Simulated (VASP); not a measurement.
A run of VASP 6.6.1 is set up as follows.

File INCAR:

```
SYSTEM = C
PREC = Accurate
ENCUT = 520
EDIFF = 1E-7
ISMEAR = -1
SIGMA = 0.05
LREAL = .False.
LASPH = .True.
NELM = 100
ALGO = Normal
ISIF = 2
LWAVE = .False.
LCHARG = .False.
GGA = CA
NBANDS = 26
```

File KPOINTS:

```
regular mesh
0
Gamma
  12 12 4
  0 0 0
```

POSCAR

```
C
1.0
    2.4880133891      0.0000000000      0.0000000000
   -1.2440066945      2.1546827999      0.0000000000
    0.0000000000      0.0000000000      8.1257741910
C
8
Direct
    0.6666666667      0.3333333333      0.8437500000
    0.3333333333      0.6666666667      0.3437500000
    0.6666666667      0.3333333333      0.6562500000
    0.3333333333      0.6666666667      0.1562500000
    0.0000000000      0.0000000000      0.9062500000
    0.0000000000      0.0000000000      0.4062500000
    0.0000000000      0.0000000000      0.5937500000
    0.0000000000      0.0000000000      0.0937500000
```

Potentials or basis: VASP PAW LDA potentials, release 64 (C).

The run is started by

```bash
$ cat potpaw_LDA.64/C/POTCAR > POTCAR
$ mpirun -np 1 vasp_std > vasp.out
```

(1) What does it give for the pressure?

(2) What does it give for the band gap on the k mesh?

(3) What does it give for the largest force?

Answers

(1) 7.7 GPa.

(2) 4.48 eV, indirect (least direct gap 5.22 eV).

(3) 0.359 eV/Å.
